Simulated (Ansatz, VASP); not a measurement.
## CdS in VASP and in Ansatz

```
CELL_PARAMETERS angstrom
4.12386 0.00000 0.00000
-2.06193 3.57137 0.00000
0.00000 0.00000 6.70971
ATOMIC_POSITIONS crystal
Cd 0.33333 0.66667 0.99922
Cd 0.66667 0.33333 0.49922
S 0.33333 0.66667 0.37578
S 0.66667 0.33333 0.87578
```

Alike in both runs: functional PBEsol; k mesh 10 × 10 × 6; occupations fermi-dirac, width 0.1 eV; no spin polarisation.

Ansatz relaxed the structure, and its values are those at the end. VASP's run is a single point on that final structure, the one shown.

|  | VASP | Ansatz |
| --- | --- | --- |
| version | VASP 6.6.1 | Ansatz 0.2.0 |
| potentials or method | VASP PAW PBE potentials, release 64 (Cd, S) | PAW with Ansatz's default frozen-core files, scalar-relativistic |
| plane-wave cutoff (eV) | 520 | 420 |
| valence electrons in the cell | 36 | 52 |

Ansatz gave:

```
pressure (GPa) : 0.0
```

Problem. What did VASP give for the same quantities?

Solution. Pressure (GPa): 0.4.

VASP's potentials were made for PBE, not for PBEsol. VASP's potentials hold 36 valence electrons a cell and Ansatz's 52, so a difference there can come from the potentials and not from the codes.
